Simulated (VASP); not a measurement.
A run of VASP 6.6.1 is set up as follows.

The input INCAR:

```
  PREC = Accurate
  ENCUT = 520
  EDIFF = 1E-7
  ISMEAR = -1
  SIGMA = 0.03
  LREAL = F
  LASPH = T
  NELM = 60
  ALGO = Normal
  ISIF = 2
  LWAVE = F
  LCHARG = T
  GGA = PS
  LELF = T
  LVHAR = T
  NBANDS = 19
```

The input KPOINTS:

```
regular mesh
0
Gamma
  13 13 7
```

File POSCAR:

```
TiTe2
1.0
    3.8267039675      0.0000000000      0.0000000000
   -1.9133519838      3.3140228486      0.0000000000
    0.0000000000      0.0000000000      6.5835098060
Ti Te
1 2
Direct
    0.0000000000      0.0000000000      0.0000000000
    0.6666666667      0.3333333333      0.2628000000
    0.3333333333      0.6666666667      0.7372000000
```

Potentials or basis: VASP PAW PBE potentials, release 64 (Ti_sv, Te).

The run is started by

```console
$ cat potpaw_PBE.64/Ti_sv/POTCAR potpaw_PBE.64/Te/POTCAR > POTCAR
$ mpirun -np 1 vasp_std > vasp.out
```

**Question.** What does it give for the pressure?

**Answer.** -4.4 GPa.

**Question.** Estimate the band gap on the k mesh.

**Answer.** Zero (band 12 reaches 6.60 eV, above the bottom of band 13 at 5.99 eV).

**Question.** What does it give for the largest force?

**Answer.** 0.402 eV/Å.

Forces on the atoms (eV/Å):
```
Ti   0.000  0.000  0.000
Te   0.000  0.000 -0.402
Te   0.000  0.000  0.402
```

Caveat: the PAW data sets were made with another functional, which shifts forces and pressure a little; spin-orbit coupling is left out, which moves the levels of the heavy elements; this functional lacks dispersion, which binds the layers, so the pressure and a relaxed spacing across them are unreliable.
